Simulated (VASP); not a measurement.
A run of VASP 6.6.1:

File INCAR:

```
SYSTEM = C13O
ALGO = Normal
DIPOL = 0.5 0.5 0.305
EDIFF = 1E-6
ENCUT = 520
GGA = PE
IDIPOL = 3
ISIF = 2
ISMEAR = 0
LASPH = .True.
LCHARG = .False.
LDIPOL = .True.
LREAL = .False.
LWAVE = .False.
NBANDS = 42
NELM = 80
PREC = Accurate
SIGMA = 0.1
```

The input KPOINTS:

```
k-points
0
Gamma
  6 3 1
  0 0 0
```

POSCAR

```
C13O
1.0
    4.9326910638      0.0000000000      0.0000000000
    0.0000000000      8.5222964206      0.0000000000
    0.0000000000      0.0000000000     22.9416054000
C O
13 1
Direct
    0.0000000000      0.0000000000      0.1743557144
    0.5000000000      0.0000000000      0.1743557144
    0.2500000000      0.0000000000      0.2053898385
    0.7500000000      0.0000000000      0.2053898385
    0.2500000000      0.0000000000      0.2674580867
    0.7500000000      0.0000000000      0.2674580867
    0.0000000000      0.0000000000      0.2977124358
    0.5000000000      0.0000000000      0.2977124358
    0.0000000000      0.0000000000      0.3626190224
    0.5000000000      0.0000000000      0.3626190224
    0.2500000000      0.0000000000      0.3897549994
    0.7500000000      0.0000000000      0.3897549994
    0.1250000000      0.8719828616      0.4385745995
    0.1250000000      1.1280171384      0.4385745995
```

Potentials or basis: VASP PAW PBE potentials, release 64 (C, O).

Command:

```console
$ cat potpaw_PBE.64/C/POTCAR potpaw_PBE.64/O/POTCAR > POTCAR
$ mpirun -np 1 vasp_std > vasp.out
```

Hardware: 1 thread of Intel(R) Xeon(R) 6975P-C (Granite Rapids), with other jobs on the host.

**Question.** How long does it take, and how much memory?

**Answer.** Run time: 9.2 min on 1 thread of Intel(R) Xeon(R) 6975P-C (Granite Rapids), with other jobs on the host, peak memory 1.1 GiB. Counts: scf iterations 29, k points 10.
